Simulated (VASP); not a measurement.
## Be: single point with PBE

Crystal: Be.

```xyz
2
Lattice="2.2853 0.0000 0.0000 -1.1426 1.9791 0.0000 0.0000 0.0000 3.5842" Properties=species:S:1:pos:R:3 pbc="T T T"
Be    1.1861    0.6698    2.6888
Be   -0.0251    1.2998    0.9267
```

| Item | Value |
| --- | --- |
| Program | VASP 6.6.1 |
| Task | single point |
| Functional | PBE |
| Potentials or basis | VASP PAW PBE potentials, release 64 (Be) |
| Cutoff | 520 eV |
| k mesh | 15 × 15 × 8 |
| Occupations | methfessel-paxton, width 0.05 eV |
| Spin | no spin polarisation |
| Dipole correction | no |
| Further INCAR settings | ALGO = Normal; EDIFF = 1e-06; NBANDS = 9 |

The pressure is -2.6 GPa, the largest force is 0.359 eV/Å and the band gap on the k mesh is zero (band 2 reaches 7.60 eV, above the bottom of band 3 at 5.84 eV).

Forces on the atoms (eV/Å):
```
Be  -0.255 -0.118  0.224
Be   0.255  0.118 -0.224
```

Stress tensor (GPa, compression positive):
```
-3.26  1.28 -0.30
 1.28 -4.34 -0.14
-0.30 -0.14 -0.24
```

Levels at points of the mesh, in eV from the Fermi level:
```
           k point  band 1  band 2  band 3  band 4  band 5  band 6
(0.00, 0.00, 0.00)  -11.53   -4.63    0.78   15.08   15.55   17.74
(0.00, 0.00, 0.50)   -9.44   -9.31   10.05   10.57   16.77   16.89
```

It took 56 s on 1 thread of AMD EPYC 7R13 Processor (Zen 3) (shared host), peak memory 0.19 GiB.
